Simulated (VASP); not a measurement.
# C (P-1) in VASP: notebook, part 2 of 2

VASP 6.6.1.

## 5. Single point, PBE

This run uses another cell than the first one, of 5.15 Å³/atom.

Input file INCAR:

```
PREC     = Accurate       # precision mode
ENCUT    = 520            # plane-wave cutoff, eV
EDIFF    = 1E-7           # SCF threshold, eV
ISMEAR   = 0              # smearing method
SIGMA    = 0.05           # smearing width, eV
LREAL    = F              # projectors in reciprocal space
LASPH    = T              # aspherical terms in the spheres
NELM     = 60             # most SCF steps
ALGO     = Normal         # electronic algorithm
ISIF     = 2              # what is computed and relaxed
LWAVE    = F              # write WAVECAR
LCHARG   = T              # write CHGCAR
GGA      = PE             # functional
LELF     = T              # ELF
LVHAR    = T            
NBANDS   = 36             # bands
```

Input file KPOINTS:

```
regular mesh
0
Gamma
  12 12 2
```

Input file POSCAR:

```
C
1.0
    2.4449293754      0.1386300161      0.1386300161
   -1.1024075720      2.0480559415      0.0507421076
    0.6836011873      0.6836011873     12.0562391216
C
12
Direct
    0.0000000000      0.0000000000      0.1868593266
    0.0000000000      0.0000000000      0.6868593266
    0.0000000000      0.0000000000      0.3131406734
    0.0000000000      0.0000000000      0.8131406734
    0.3333333333      0.6666666667      0.5207665411
    0.6666666667      0.3333333333      0.0207665411
    0.3333333333      0.6666666667      0.9792334589
    0.6666666667      0.3333333333      0.4792334589
    0.3333333333      0.6666666667      0.6450950823
    0.6666666667      0.3333333333      0.1450950823
    0.3333333333      0.6666666667      0.8549049177
    0.6666666667      0.3333333333      0.3549049177
```

Run with:

```
> cat potpaw_PBE.64/C/POTCAR > POTCAR
> mpirun -np 1 vasp_std > vasp.out
```

Run time: 2.8 min. Hardware: 1 thread of Intel Xeon 6975P-C (Granite Rapids), shared host; peak memory 0.32 GiB.

Results (log left out):

| Property | Result |
| --- | --- |
| Free energy | -103.7814 eV |
| Pressure | 61.3 GPa |
| Largest force | 1.360 eV/Å |
| Band gap on the k mesh | 2.05 eV (least direct gap 2.31 eV) |

Forces in eV/Å, atoms in the order of the input:
```
C   -0.020 -0.634  0.184
C   -0.942 -0.039  0.980
C    0.942  0.039 -0.980
C    0.020  0.634 -0.184
C   -0.954  0.130  0.791
C    0.339 -0.448  0.151
C   -0.339  0.448 -0.151
C    0.954 -0.130 -0.791
C    0.911 -0.130 -0.726
C   -0.303  0.432 -0.069
C    0.303 -0.432  0.069
C   -0.911  0.130  0.726
```

Stress tensor (GPa, compression positive):
```
 60.57 -72.93 -62.49
-72.93  64.43 -61.62
-62.49 -61.62  58.98
```

Levels at points of the mesh, in eV from the valence-band top:
```
           k point  band 21  band 22  band 23  band 24  band 25  band 26  band 27  band 28
(0.00, 0.00, 0.00)    -1.43    -1.08    -0.26     0.00     2.31     3.79     4.45     4.62
(0.50, 0.00, 0.00)    -4.29    -3.90    -3.15    -2.56     2.32     4.45     6.36     6.60
(0.00, 0.50, 0.00)    -5.66    -4.89    -4.32    -2.85     3.47     4.07     4.86     4.88
(0.50, 0.50, 0.00)    -5.86    -5.78    -5.30    -3.69     2.14     2.93     3.02     3.58
(0.00, 0.00, 0.50)    -1.29    -1.23    -0.86    -0.31     2.42     3.66     4.66     4.81
(0.50, 0.00, 0.50)    -4.84    -3.65    -2.80    -2.78     2.05     5.30     6.09     6.51
(0.00, 0.50, 0.50)    -5.33    -5.08    -4.17    -2.81     3.28     4.16     4.49     5.54
(0.50, 0.50, 0.50)    -6.21    -5.82    -4.80    -3.72     2.30     2.41     3.80     3.83
```

Caveat: the cell stands under pressure; forces of over 1 eV/Å act on the atoms, so gaps and moduli don't describe the material at rest.

## 6. Single point, PBE

This run uses another cell than the first one, of 5.18 Å³/atom.

Input file INCAR:

```
  PREC = Accurate
  ENCUT = 520
  EDIFF = 1E-6
  ISMEAR = 0
  SIGMA = 0.05
  LREAL = False
  LASPH = True
  NELM = 60
  ALGO = Normal
  ISIF = 2
  LWAVE = False
  LCHARG = False
  GGA = PE
  NBANDS = 36
```

Input file KPOINTS:

```
Automatic mesh
0
Gamma
  12 12 2
```

Changes to POSCAR since step 5:

```diff
@@ -2,5 +2,5 @@
 1.0
-    2.4449293754      0.1386300161      0.1386300161
-   -1.1024075720      2.0480559415      0.0507421076
-    0.6836011873      0.6836011873     12.0562391216
+    2.4449293754      0.0923780017      0.0923780017
+   -1.1424629915      2.0711819487      0.0338126954
+    0.4555269730      0.4555269730     12.0562391216
 C
```

Potentials or basis: VASP PAW PBE potentials, release 64 (C).

Run with:

```
> cat potpaw_PBE.64/C/POTCAR > POTCAR
> mpirun -np 1 vasp_std > vasp.out
```

Wall time 2.4 min (1 thread of Intel Xeon 6975P-C (Granite Rapids), shared host); peak memory 0.31 GiB.

Results (log left out):

```
Free energy            : -106.2065 eV
Pressure               : 53.9 GPa
Largest force          : 0.921 eV/Å
Band gap on the k mesh : 3.04 eV (least direct gap 3.68 eV)
```

Forces in eV/Å, atoms in the order of the input:
```
C    0.019 -0.464  0.124
C   -0.757 -0.188  0.489
C    0.757  0.188 -0.489
C   -0.019  0.464 -0.124
C   -0.706 -0.072  0.366
C    0.201 -0.344  0.072
C   -0.201  0.344 -0.072
C    0.706  0.072 -0.366
C    0.681  0.076 -0.348
C   -0.177  0.337 -0.051
C    0.177 -0.337  0.051
C   -0.681 -0.076  0.348
```

Stress tensor (GPa, compression positive):
```
 53.67 -48.63 -41.89
-48.63  55.18 -41.62
-41.89 -41.62  52.82
```

Levels at points of the mesh, in eV from the valence-band top:
```tsv
k point	band 21	band 22	band 23	band 24	band 25	band 26	band 27	band 28
(0.00, 0.00, 0.00)	-1.08	-0.97	-0.15	0.00	3.68	5.00	5.08	5.15
(0.50, 0.00, 0.00)	-4.21	-4.05	-3.42	-2.75	3.59	5.46	6.19	6.41
(0.00, 0.50, 0.00)	-5.12	-4.78	-4.03	-3.11	4.36	4.39	5.11	5.13
(0.50, 0.50, 0.00)	-5.52	-5.09	-4.91	-3.68	3.04	3.78	3.84	5.43
(0.00, 0.00, 0.50)	-0.99	-0.88	-0.70	-0.27	3.80	4.71	5.28	5.74
(0.50, 0.00, 0.50)	-4.94	-3.64	-3.08	-3.01	3.37	5.70	6.12	6.56
(0.00, 0.50, 0.50)	-5.10	-4.59	-3.89	-3.13	4.23	4.48	4.72	5.83
(0.50, 0.50, 0.50)	-5.28	-5.08	-4.46	-3.76	3.20	3.27	4.69	4.73
```

Caveat: the cell stands under pressure. A k mesh can miss the band edges.

## 7. Summary

| cell | gap on the mesh (eV) | pressure (GPa) | largest force (eV/Å) |
| --- | --- | --- | --- |
| a = 2.528, b = 2.402, c = 12.467 Å, angles 87.5, 83.5, 115.1°, 12 atoms | 2.16 | 11.2 | 0.79 |
| a = 2.524, b = 2.441, c = 12.446 Å, angles 88.4, 85.7, 116.8°, 12 atoms | 3.00 | 5.3 | 0.40 |
| a = 2.474, b = 2.391, c = 12.198 Å, angles 88.4, 85.6, 116.7°, 12 atoms | 3.03 | 35.8 | 0.72 |
| a = 2.453, b = 2.326, c = 12.095 Å, angles 87.4, 83.3, 114.9°, 12 atoms | 2.05 | 61.3 | 1.36 |
| a = 2.448, b = 2.366, c = 12.073 Å, angles 88.3, 85.6, 116.7°, 12 atoms | 3.04 | 53.9 | 0.92 |

Alike in all rows: task single point; level PBE; potentials or basis VASP PAW PBE potentials, release 64 (C); no spin polarisation; k mesh 12 × 12 × 2; cutoff (eV) 520; smearing gaussian 0.05 eV.

Caveats: the cell stands under pressure; forces of over 1 eV/Å act on the atoms, so gaps and moduli don't describe the material at rest (at least some runs).

Total energies depend on the potentials used, so only differences within one code and one set of settings carry meaning.
